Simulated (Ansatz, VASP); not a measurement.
One calculation of Y, two programs

```
Y
1.0
     3.68201    0.00000    0.00000
    -1.84101    3.18872    0.00000
     0.00000    0.00000    5.68863
Y
2
Cartesian
  0.0000 2.1258 1.4222
  1.8410 1.0629 4.2665
```

Alike in both runs: functional r2SCAN; k mesh 10 × 10 × 6; occupations fermi-dirac, width 0.05 eV; no spin polarisation.

Ansatz relaxed the structure, and its values are those at the end. VASP's run is a single point on that final structure, the one shown.

|  | VASP | Ansatz |
| --- | --- | --- |
| version | VASP 6.6.1 | Ansatz 0.2.0 |
| potentials or method | VASP PAW PBE potentials, release 64 (Y_sv) | PAW with Ansatz's default frozen-core files, scalar-relativistic |
| plane-wave cutoff (eV) | 520 | 500 |
| valence electrons in the cell | 22 | 22 |

|  | VASP | Ansatz | Ansatz less VASP |
| --- | --- | --- | --- |
| pressure (GPa) | 0.0 | 0.0 | -0.02 |

VASP's potentials were made for PBE, not for r2SCAN.
